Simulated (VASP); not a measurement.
MgHgO2, 4 atoms in the cell. The structure is tetragonal, space group P-4m2 (No. 115). The conventional cell has a = 3.388 Å, b = 3.388 Å, c = 5.039 Å, α = 90.00°, β = 90.00°, γ = 90.00°. Within 2.6 Å of Mg (site symmetry -4m2) lie 4 O at 1.98 Å. O (site symmetry 2mm) has 2 Mg at 1.98 Å and 2 Hg at 2.26 Å within 2.6 Å. Hg (site symmetry -4m2) has 4 O at 2.26 Å within 3.0 Å. 

* Program: VASP 6.6.1
* Task: single point
* Functional: HSE06
* Potentials or basis: VASP PAW PBE potentials, release 64 (Mg, O, Hg)
* Cutoff: 520 eV
* k mesh: 4 × 4 × 2
* Occupations: fermi-dirac, width 0.02 eV
* Spin: no spin polarisation
* Dipole correction: no
* Grid for exact exchange (PRECFOCK): Normal
* Further INCAR settings: ALGO = Normal; EDIFF = 1e-07; NBANDS = 21
* Screening parameter: 0.2079 1/Å

Potentials or basis: VASP PAW PBE potentials, release 64 (Mg, O, Hg).

Command:

```console
$ cat potpaw_PBE.64/Mg/POTCAR potpaw_PBE.64/O/POTCAR potpaw_PBE.64/Hg/POTCAR > POTCAR
$ cp INCAR.step1 INCAR
$ mpirun -np 1 vasp_std > vasp.out
$ cp INCAR.step2 INCAR
$ mpirun -np 1 vasp_std > vasp.out
```

Hardware: 1 thread of Intel(R) Xeon(R) Platinum 8259CL CPU @ 2.50GHz (Skylake/Cascade Lake) (shared host).

Problem. How long does it take, and how much memory?

Solution. It took 15 min on 1 thread of Intel(R) Xeon(R) Platinum 8259CL CPU @ 2.50GHz (Skylake/Cascade Lake), with other jobs on the host, peak memory 0.3 GiB. Counts: k points 12.
